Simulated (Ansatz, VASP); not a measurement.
## TiO2 in VASP and in Ansatz

```
Ti O
1.0
    -1.88440    1.88440    4.77915
     1.88440   -1.88440    4.77915
     1.88440    1.88440   -4.77915
Ti O
2 4
Direct
  0.00000 0.00000 0.00000
  0.75000 0.25000 0.50000
  0.95743 0.45743 0.50000
  0.20743 0.20743 0.00000
  0.54257 0.04257 0.50000
  0.79257 0.79257 0.00000
```

Alike in both runs: functional PBEsol; k mesh 10 × 10 × 10; occupations gaussian, width 0.02 eV; no spin polarisation.

Ansatz relaxed the structure, and its values are those at the end. VASP's run is a single point on that final structure, the one shown.

```csv
,VASP,Ansatz
version,VASP 6.6.1,Ansatz 0.2.0
potentials or method,"VASP PAW PBE potentials, release 64 (Ti_sv, O), cutoff 520 eV","scalar-relativistic, plane waves, PAW"
valence electrons in the cell,48,48
```

Ansatz gave:

| Property | Result |
| --- | --- |
| gap on the k mesh at the Fermi level (eV) | 2.13 |
| least direct gap on the mesh (eV) | 2.44 |
| pressure (GPa) | 0.0 |
| rms of the force components (eV/Å) | 0.001 |

**Question.** Which values does VASP return?

**Answer.** gap on the k mesh at the Fermi level (eV): 2.10; least direct gap on the mesh (eV): 2.42; pressure (GPa): 0.7; rms of the force components (eV/Å): 0.010.

VASP's potentials were made for PBE, not for PBEsol. With one functional, cell and mesh, what is left measures potentials, basis and numerics.
